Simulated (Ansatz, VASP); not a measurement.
One calculation of Ca, two programs

```xyz
2
Lattice="3.8541 0.0000 0.0000 -1.9271 3.3378 0.0000 0.0000 0.0000 6.3473" Properties=species:S:1:pos:R:3 pbc="T T T"
Ca    0.0000    2.2252    1.5868
Ca    1.9271    1.1126    4.7605
```

Alike in both runs: functional PBEsol; k mesh 9 × 9 × 5; occupations fermi-dirac, width 0.1 eV; no spin polarisation.

Ansatz relaxed the structure, and its values are those at the end. VASP's run is a single point on that final structure, the one shown.

|  | VASP | Ansatz |
| --- | --- | --- |
| version | VASP 6.6.1 | Ansatz 0.2.0 |
| potentials or method | VASP PAW PBE potentials, release 64 (Ca_sv), cutoff 520 eV | plane waves (420 eV) with PAW, scalar-relativistic |
| valence electrons in the cell | 20 | 20 |

```csv
,VASP,Ansatz,Ansatz less VASP
pressure (GPa),0.0,0.0,-0.01
```

VASP's potentials were made for PBE, not for PBEsol, and Ansatz warns of the same on its side. With one functional, cell and mesh, what is left measures potentials, basis and numerics.
